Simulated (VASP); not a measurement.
SnO:

```
Sn O
1.0
     3.10341    0.00000    0.00000
     0.00000    3.10341    0.00000
     0.00000    0.00000    3.10341
Sn O
1 1
Direct
  0.00000 0.00000 0.00000
  0.50000 0.50000 0.50000
```

Base run:

```yaml
Program: VASP 6.6.1
Functional: r2SCAN
Potentials_or_basis: VASP PAW PBE potentials, release 64 (Sn_d, O)
Cutoff: 660 eV
k_mesh: 6 × 6 × 6
Occupations: fermi-dirac, width 0.02 eV
Spin: no spin polarisation
```

Its results: band gap on the k mesh 0.35 eV (least direct gap 1.02 eV); pressure 0.3 GPa.

Q: The run is repeated on the same cell with these changes: functional from r2SCAN to PBE; cutoff from 660 eV to 600 eV. What comes out?

A: Band gap on the k mesh 0.20 eV (least direct gap 0.88 eV); pressure 3.2 GPa.

Caveats: spin-orbit coupling is left out, which moves the levels of the heavy elements; the PAW data sets were made with another functional, which shifts forces and pressure a little (at least some runs); the cell stands under pressure (at least some runs).

A k mesh can miss the band edges.
